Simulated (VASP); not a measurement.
Set up this calculation in VASP 6.6.1, as the native input.

* Task: single point
* Functional: PBE
* Potentials or basis: VASP PAW PBE potentials, release 64 (Ta_pv, N)
* Cutoff: 520 eV
* k mesh: 15 × 15 × 15
* Occupations: fermi-dirac, width 0.05 eV
* Spin: no spin polarisation
* Dipole correction: no
* Further INCAR settings: ALGO = Normal; EDIFF = 1e-06; NBANDS = 15

The structure of TaN (CsCl type) lies in POSCAR:

```
TaN
1.0
    2.5238409854      0.0000000000      0.0000000000
    0.0000000000      2.5238409854      0.0000000000
    0.0000000000      0.0000000000      2.5238409854
Ta N
1 1
Direct
    0.0000000000      0.0000000000      0.0000000000
    0.5000000000      0.5000000000      0.5000000000
```

These files were run (other wordings do the same):

INCAR

```
PREC = Accurate
ENCUT = 520
EDIFF = 1E-6
ISMEAR = -1
SIGMA = 0.05
LREAL = F
LASPH = T
NELM = 100
ALGO = Normal
ISIF = 2
LWAVE = F
LCHARG = F
GGA = PE
NBANDS = 15
```

KPOINTS

```
Automatic mesh
0
Gamma
  15 15 15
```

Potentials or basis: VASP PAW PBE potentials, release 64 (Ta_pv, N).

Launch:

```sh
$ cat potpaw_PBE.64/Ta_pv/POTCAR potpaw_PBE.64/N/POTCAR > POTCAR
$ mpirun -np 1 vasp_std > vasp.out
```

Results of the run:

```json
{
 "Pressure": "144.0 GPa",
 "Band gap on the k mesh": "zero (band 8 reaches 20.32 eV, above the bottom of band 9 at 9.32 eV)"
}
```

Caveat: spin-orbit coupling is left out, which moves the levels of the heavy elements.

It took 9.3 s on 1 thread of Intel(R) Xeon(R) 6975P-C (Granite Rapids), on a shared host, peak memory 0.14 GiB.
